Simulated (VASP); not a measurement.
# SnSe (Pnma) in VASP: notebook

Runs on SnSe. Level: PBE+D3(BJ). Tasks: single point.

Program: VASP 6.6.1. These are calculated values, not measurements. Logs are shortened: lines on timing, memory, paths and dates and some standing lists are left out, and cuts for length are marked.

### 1 The cell of the first run

Symmetry: Pnma, No. 62, orthorhombic system. The conventional cell has a = 11.044 Å, b = 4.060 Å, c = 4.119 Å, α = 90.00°, β = 90.00°, γ = 90.00°. Within 3.6 Å of Sn (site symmetry m) lie 7 Se at 2.70 to 3.55 Å and 2 Sn at 3.28 Å. Se (site symmetry m) has 7 Sn at 2.70 to 3.55 Å within 3.6 Å.

### 2 Single point, PBE+D3(BJ) (volume scaled by 0.88, then relaxed in part)

Contents of INCAR:

```
PREC = Accurate
ENCUT = 520
EDIFF = 1E-6
ISMEAR = 0
SIGMA = 0.02
LREAL = F
LASPH = T
NELM = 80
ALGO = Normal
ISIF = 2
LWAVE = F
LCHARG = F
GGA = PE
IVDW = 12
NBANDS = 50
```

Contents of KPOINTS:

```
regular mesh
0
Gamma
  4 8 8
```

Contents of POSCAR:

```
SnSe
1.0
   11.0441867124      0.0000000000      0.0000000000
    0.0000000000      4.0603309379      0.0000000000
    0.0000000000      0.0000000000      4.1187733173
Sn Se
4 4
Direct
    0.1163261295      0.2500000000      0.0189040547
    0.3836738705      0.7500000000      0.5189040547
    0.6163261295      0.2500000000      0.4810959453
    0.8836738705      0.7500000000      0.9810959453
    0.3609481726      0.2500000000      0.0059476049
    0.1390518274      0.7500000000      0.5059476049
    0.8609481726      0.2500000000      0.4940523951
    0.6390518274      0.7500000000      0.9940523951
```

Potentials or basis: VASP PAW PBE potentials, release 64 (Sn_d, Se).

Command:

```bash
cat potpaw_PBE.64/Sn_d/POTCAR potpaw_PBE.64/Se/POTCAR > POTCAR
mpirun -np 1 vasp_std > vasp.out
```

OUTCAR:

```text
PREC = Accurate
   ENCUT = 520
   EDIFF = 1E-6
   ISMEAR = 0
   LREAL = F
   LASPH = T
   NELM = 80
   ISIF = 2
   GGA = PE
   IVDW = 12
 IVDW          = 12

 ion  position               nearest neighbor table
   1  0.116  0.250  0.019-   5 2.70   6 2.87   6 2.87   6 2.94   6 2.94   4 3.28   4 3.28
   2  0.384  0.750  0.519-   6 2.70   5 2.87   5 2.87   5 2.94   5 2.94   3 3.28   3 3.28
   3  0.616  0.250  0.481-   7 2.70   8 2.87   8 2.87   8 2.94   8 2.94   2 3.28   2 3.28
   4  0.884  0.750  0.981-   8 2.70   7 2.87   7 2.87   7 2.94   7 2.94   1 3.28   1 3.28
   5  0.361  0.250  0.006-   1 2.70   2 2.87   2 2.87   2 2.94   2 2.94
   6  0.139  0.750  0.506-   2 2.70   1 2.87   1 2.87   1 2.94   1 2.94
   7  0.861  0.250  0.494-   3 2.70   4 2.87   4 2.87   4 2.94   4 2.94
   8  0.639  0.750  0.994-   4 2.70   3 2.87   3 2.87   3 2.94   3 2.94

  LATTYP: Found a simple orthorhombic cell.
 ALAT       =     4.0603309379
 B/A-ratio  =     1.0143935015
 C/A-ratio  =     2.7200213188

  Lattice vectors:

 A1 = (   0.0000000000,   4.0603309379,   0.0000000000)
 A2 = (   0.0000000000,   0.0000000000,   4.1187733173)
 A3 = (  11.0441867124,   0.0000000000,   0.0000000000)

Analysis of symmetry for initial positions (statically):
=====================================================================
 Subroutine PRICEL returns:
 Original cell was already a primitive cell.

 Routine SETGRP: Setting up the symmetry group for a
 simple orthorhombic supercell.

 Subroutine GETGRP returns: Found  8 space group operations
 (whereof  2 operations were pure point group operations)
 out of a pool of  8 trial point group operations.

The static configuration has the point symmetry S_2 .
 The point group associated with its full space group is D_2h.

Analysis of symmetry for dynamics (positions and initial velocities):
=====================================================================
 Subroutine PRICEL returns:
 Original cell was already a primitive cell.

 Routine SETGRP: Setting up the symmetry group for a
 simple orthorhombic supercell.

 Subroutine GETGRP returns: Found  8 space group operations
 (whereof  2 operations were pure point group operations)
 out of a pool of  8 trial point group operations.

The dynamic configuration has the point symmetry S_2 .
 The point group associated with its full space group is D_2h.

 Subroutine INISYM returns: Found  8 space group operations
 (whereof  2 operations are pure point group operations),
 and found     1 'primitive' translations

----------------------------------------------------------------------------------------

                                     Primitive cell

  volume of cell :     184.6984

  direct lattice vectors                    reciprocal lattice vectors
    11.044186712  0.000000000  0.000000000     0.090545373  0.000000000  0.000000000
     0.000000000  4.060330938  0.000000000     0.000000000  0.246285344  0.000000000
     0.000000000  0.000000000  4.118773317     0.000000000  0.000000000  0.242790735

  length of vectors
    11.044186712  4.060330938  4.118773317     0.090545373  0.246285344  0.242790735

  position of ions in fractional coordinates (direct lattice)
     0.116326130  0.250000000  0.018904055
     0.383673870  0.750000000  0.518904055
     0.616326130  0.250000000  0.481095945
     0.883673870  0.750000000  0.981095945
     0.360948173  0.250000000  0.005947605
     0.139051827  0.750000000  0.505947605
     0.860948173  0.250000000  0.494052395
     0.639051827  0.750000000  0.994052395

  ion indices of the primitive-cell ions
   primitive index   ion index
                 1           1
                 2           2
                 3           3
                 4           4
                 5           5
                 6           6
                 7           7
                 8           8

----------------------------------------------------------------------------------------

 KPOINTS: regular mesh

Automatic generation of k-mesh.
 Grid dimensions read from file:
 generate k-points for:    4    8    8

 Generating k-lattice:

  Cartesian coordinates                     Fractional coordinates (reciprocal lattice)
     0.022636343  0.000000000  0.000000000     0.250000000  0.000000000  0.000000000
     0.000000000  0.030785668  0.000000000     0.000000000  0.125000000  0.000000000
     0.000000000  0.000000000  0.030348842     0.000000000  0.000000000  0.125000000

  Length of vectors
     0.022636343  0.030785668  0.030348842

  Shift w.r.t. Gamma in fractional coordinates (k-lattice)
     0.000000000  0.000000000  0.000000000

 Subroutine IBZKPT returns following result:
 ===========================================

 Found     75 irreducible k-points:

 Following reciprocal coordinates:
            Coordinates               Weight
  0.000000  0.000000  0.000000      1.000000
  0.250000  0.000000  0.000000      2.000000
  0.500000  0.000000  0.000000      1.000000
  0.000000  0.125000  0.000000      2.000000
  0.250000  0.125000  0.000000      4.000000
  0.500000  0.125000  0.000000      2.000000
[... 16 lines left out ...]
  0.250000  0.250000  0.125000      8.000000
  0.500000  0.250000  0.125000      4.000000
 [... further k-points ...]
   k-points           NKPTS =     75   k-points in BZ     NKDIM =     75   number of bands    NBANDS=     50
   number of dos      NEDOS =    301   number of ions     NIONS =      8
   total plane-waves  NPLWV =  80640
   dimension x,y,z NGX =    84 NGY =   30 NGZ =   32
   dimension x,y,z NGXF=   168 NGYF=   60 NGZF=   64
   ions per type =               4   4
   NGX,Y,Z   is equivalent  to a cutoff of  12.64, 12.28, 12.92 a.u.
   NGXF,Y,Z  is equivalent  to a cutoff of  25.29, 24.57, 25.83 a.u.
 SYSTEM =  unknown system
   PREC   = accura    normal or accurate (medium, high low for compatibility)
   ISTART =      0    job   : 0-new  1-cont  2-samecut
   ICHARG =      2    charge: 1-file 2-atom 10-const
   ISPIN  =      1    spin polarized calculation?
   LNONCOLLINEAR =      F non collinear calculations
   LSORBIT =      F    spin-orbit coupling
   LASPH  =      T    aspherical Exc in radial PAW
   ENCUT  =  520.0 eV  38.22 Ry    6.18 a.u.  20.53  7.55  7.66*2*pi/ulx,y,z
   NELM   =     80;   NELMIN=  2; NELMDL= -5     # of ELM steps
   EDIFF  = 0.1E-05   stopping-criterion for ELM
   LREAL  =      F    real-space projection
   EDIFFG = 0.1E-04   stopping-criterion for IOM
   NSW    =      0    number of steps for IOM
   IBRION =     -1    ionic relax: 0-MD 1-quasi-New 2-CG
   NFREE  =      0    steps in history (QN), initial steepest desc. (CG)
   ISIF   =      2    stress and relaxation
   ISYM   =      2    0-nonsym 1-usesym 2-fastsym
   POTIM  = 0.5000    time-step for ionic-motion
   TEBEG  =    0.0;   TEEND  =   0.0 temperature during run
   PSTRESS=    0.0 pullay stress
   NELECT =      80.0000    total number of electrons
   NUPDOWN=      -1.0000    fix difference up-down
   EMIN   =  10.00;   EMAX   =-10.00  energy-range for DOS
   EFERMI =   0.00;   METHOD = LEGACY
   ISMEAR =     0;   SIGMA  =   0.02  broadening in eV -4-tet -1-fermi 0-gaus
   EFERMI_NEDOS =   21; number of points for ismear=-14 and -15
   IALGO  =     38    algorithm
   IMIX   =      4    mixing-type and parameters
     AMIX     =   0.40;   BMIX     =  1.00
     AMIX_MAG =   1.60;   BMIX_MAG =  1.00
  volume/ion in A,a.u.               =      23.09       155.80
  Fermi-wavevector in a.u.,A,eV,Ry     =   1.238655  2.340719 20.874970  1.534267
  Thomas-Fermi vector in A             =   2.373172
   LORBIT       =      0    0 simple, 1 ext, 2 COOP (PROOUT), +10 PAW based schemes
   GGA     = PE    functional components
   LHFCALC =     F    Hartree Fock is set to
   AEXX    =    0.0000 exact exchange contribution
   IVDW    =    12    specifies the selected vdW correction
   LEPSILON=     F    determine dielectric tensor
   LRPA    =     F    only Hartree local field effects (RPA)
 non-spin polarized calculation
 Gauss-broadening in eV      SIGMA  =   0.02
  energy-cutoff  :      520.00
  volume of cell :      184.70
 maximum number of plane-waves:      5009
 NGX is ok and might be reduce to    84
   NGX = 41   NGY = 15   NGZ = 15

 number of electron      80.0000019 magnetization

 Free energy of the ion-electron system (eV)
  ---------------------------------------------------
  ext. energy  EPLUGINS =         0.00000000
  ---------------------------------------------------
  free energy    TOTEN  =       -31.93393838 eV

  energy without entropy =      -31.93380083  energy(sigma->0) =      -31.93386961

 E-fermi :   7.3281     XC(G=0): -10.4297

 val. band max:        7.3235159158   @ k =   0.0000   0.0000   0.3750
 cond. band min:       7.3636670866   @ k =   0.0000   0.0000   0.3750
 fundamental gap:      0.0401511708
 Fermi energy:         7.3280865704

 k-point     1 :       0.0000    0.0000    0.0000
  band No.  band energies     occupation
      1     -14.3377      2.00000
      2     -14.3362      2.00000
      3     -14.3284      2.00000
      4     -14.3238      2.00000
      5     -14.3176      2.00000
      6     -14.3144      2.00000
[... 42 lines left out ...]
     49      12.1293      0.00000
     50      12.4196      0.00000

 k-point     2 :       0.2500    0.0000    0.0000
  band No.  band energies     occupation
      1     -14.3361      2.00000
      2     -14.3353      2.00000
      3     -14.3266      2.00000
      4     -14.3249      2.00000
      5     -14.3203      2.00000
      6     -14.3167      2.00000
[... 42 lines left out ...]
     49      11.8301      0.00000
     50      12.6454      0.00000

 k-point     3 :       0.5000    0.0000    0.0000
  band No.  band energies     occupation
      1     -14.3342      2.00000
      2     -14.3342      2.00000
      3     -14.3248      2.00000
      4     -14.3248      2.00000
      5     -14.3218      2.00000
      6     -14.3218      2.00000
[... 1102 lines left out ...]
     49      11.8659      0.00000
     50      11.9963      0.00000

 k-point    24 :       0.5000    0.2500    0.1250
  band No.  band energies     occupation
      1     -14.3283      2.00000
      2     -14.3283      2.00000
      3     -14.3234      2.00000
      4     -14.3234      2.00000
      5     -14.3153      2.00000
      6     -14.3153      2.00000
[... 42 lines left out ...]
     49      11.4573      0.00000
     50      11.4573      0.00000

 [... further k-points ...]

------------------------ aborting loop because EDIFF is reached ----------------------------------------

 Edisp (eV)   -3.35033

 E8    (eV) :    -1.5062

  FORCE on cell =-STRESS in cart. coord.  units (eV):
  Direction    XX          YY          ZZ          XY          YZ          ZX
  --------------------------------------------------------------------------------------
  -------------------------------------------------------------------------------------
  Total       7.55919     7.44543     7.41287     0.00000     0.00000     0.00000
  in kB      65.57264    64.58582    64.30339     0.00000     0.00000     0.00000
  external pressure =       64.82 kB  Pullay stress =        0.00 kB

 VOLUME and BASIS-vectors are now :
 -----------------------------------------------------------------------------
  energy-cutoff  :      520.00
  volume of cell :      184.70
      direct lattice vectors                 reciprocal lattice vectors
    11.044186712  0.000000000  0.000000000     0.090545373  0.000000000  0.000000000
     0.000000000  4.060330938  0.000000000     0.000000000  0.246285344  0.000000000
     0.000000000  0.000000000  4.118773317     0.000000000  0.000000000  0.242790735

 POSITION                                       TOTAL-FORCE (eV/Angst)
 -----------------------------------------------------------------------------------
      1.28473      1.01508      0.07786        -0.016745     -0.000000     -0.002375
      4.23737      3.04525      2.13725         0.016745     -0.000000     -0.002375
      6.80682      1.01508      1.98153        -0.016745     -0.000000      0.002375
      9.75946      3.04525      4.04091         0.016745     -0.000000      0.002375
      3.98638      1.01508      0.02450         0.015569      0.000000     -0.000690
      1.53571      3.04525      2.08388        -0.015569      0.000000     -0.000690
      9.50847      1.01508      2.03489         0.015569     -0.000000      0.000690
      7.05781      3.04525      4.09428        -0.015569      0.000000      0.000690
 -----------------------------------------------------------------------------------
    total drift:                               -0.000000     -0.000000      0.000000

  FREE ENERGIE OF THE ION-ELECTRON SYSTEM (eV)
  ---------------------------------------------------
  free  energy   TOTEN  =       -35.2842656703 eV

  energy  without entropy=      -35.2841281267  energy(sigma->0) =      -35.28419690
```

Run time: 9.7 min. Hardware: 1 thread of Intel Xeon 6975P-C, shared host; peak memory 0.62 GiB.

Results:

- Free energy: -35.2843 eV
- Pressure: 6.5 GPa
- Largest force: 0.017 eV/Å
- Band gap on the k mesh: zero (band 40 reaches 7.36 eV, above the bottom of band 41 at 7.30 eV)
- Dispersion energy per atom: -0.419 eV

Forces in eV/Å, atoms in the order of the input:
```
Sn  -0.017  0.000 -0.002
Sn   0.017  0.000 -0.002
Sn  -0.017  0.000  0.002
Sn   0.017  0.000  0.002
Se   0.016  0.000 -0.001
Se  -0.016  0.000 -0.001
Se   0.016  0.000  0.001
Se  -0.016  0.000  0.001
```

Stress tensor (GPa, compression positive):
```
6.56 0.00 0.00
0.00 6.46 0.00
0.00 0.00 6.43
```

Caveat: spin-orbit coupling is left out, which moves the levels of the heavy elements; pairwise dispersion overbinds metals, which lowers pressure and volume.

### 3 Single point, PBE+D3(BJ) (volume scaled by 0.91, then relaxed in part)

Contents of INCAR:

```
PREC = Accurate
ENCUT = 520
EDIFF = 1E-7
ISMEAR = 0
SIGMA = 0.02
LREAL = False
LASPH = True
NELM = 60
ALGO = Normal
ISIF = 2
LWAVE = False
LCHARG = False
GGA = PE
IVDW = 12
NBANDS = 50
```

Contents of KPOINTS:

```
Automatic mesh
0
Gamma
  4 8 8
```

Contents of POSCAR:

```
SnSe
1.0
   11.1505170623      0.0000000000      0.0000000000
    0.0000000000      4.0944174567      0.0000000000
    0.0000000000      0.0000000000      4.1834507099
Sn Se
4 4
Direct
    0.1160390864      0.2500000000      0.0548925790
    0.3839609136      0.7500000000      0.5548925790
    0.6160390864      0.2500000000      0.4451074210
    0.8839609136      0.7500000000      0.9451074210
    0.3597560244      0.2500000000      0.0158508837
    0.1402439756      0.7500000000      0.5158508837
    0.8597560244      0.2500000000      0.4841491163
    0.6402439756      0.7500000000      0.9841491163
```

Potentials or basis: VASP PAW PBE potentials, release 64 (Sn_d, Se).

Command:

```bash
cat potpaw_PBE.64/Sn_d/POTCAR potpaw_PBE.64/Se/POTCAR > POTCAR
mpirun -np 1 vasp_std > vasp.out
```

It took 5.4 min on 1 thread of Intel Xeon 6975P-C (Granite Rapids), shared host; peak memory 0.64 GiB.

Results (log left out):

| Property | Result |
| --- | --- |
| Free energy | -35.4975 eV |
| Pressure | 4.4 GPa |
| Largest force | 0.012 eV/Å |
| Band gap on the k mesh | 0.15 eV, indirect (least direct gap 0.66 eV) |
| Dispersion energy per atom | -0.405 eV |

Forces on the atoms (eV/Å):
```
Sn  -0.010  0.000 -0.006
Sn   0.010  0.000 -0.006
Sn  -0.010  0.000  0.006
Sn   0.010  0.000  0.006
Se   0.011  0.000  0.004
Se  -0.011  0.000  0.004
Se   0.011  0.000 -0.004
Se  -0.011  0.000 -0.004
```

Levels at points of the mesh, in eV from the valence-band top:
```csv
k point,band 36,band 37,band 38,band 39,band 40,band 41,band 42,band 43,band 44,band 45
"(0.00, 0.00, 0.00)",-2.10,-1.91,-1.58,-0.91,-0.78,0.15,3.15,3.30,3.30,3.46
"(0.50, 0.00, 0.00)",-2.48,-2.27,-2.27,-0.79,-0.79,2.57,2.57,2.82,2.82,3.78
"(0.00, 0.50, 0.00)",-1.81,-1.21,-1.21,-0.44,-0.44,0.65,0.65,1.29,1.29,1.66
"(0.50, 0.50, 0.00)",-2.25,-0.88,-0.88,-0.88,-0.88,1.39,1.39,1.39,1.39,1.74
"(0.00, 0.00, 0.50)",-1.63,-0.88,-0.88,-0.35,-0.35,0.85,0.85,1.17,1.17,1.62
"(0.50, 0.00, 0.50)",-1.87,-0.52,-0.52,-0.19,-0.19,0.92,0.92,0.96,0.96,1.51
"(0.00, 0.50, 0.50)",-3.85,-2.59,-2.59,-1.99,-1.99,2.60,2.60,2.90,2.90,4.78
"(0.50, 0.50, 0.50)",-4.55,-1.84,-1.84,-1.84,-1.84,2.18,2.18,2.18,2.18,5.28
```

Caveat: spin-orbit coupling is left out, which moves the levels of the heavy elements. A k mesh can miss the band edges.
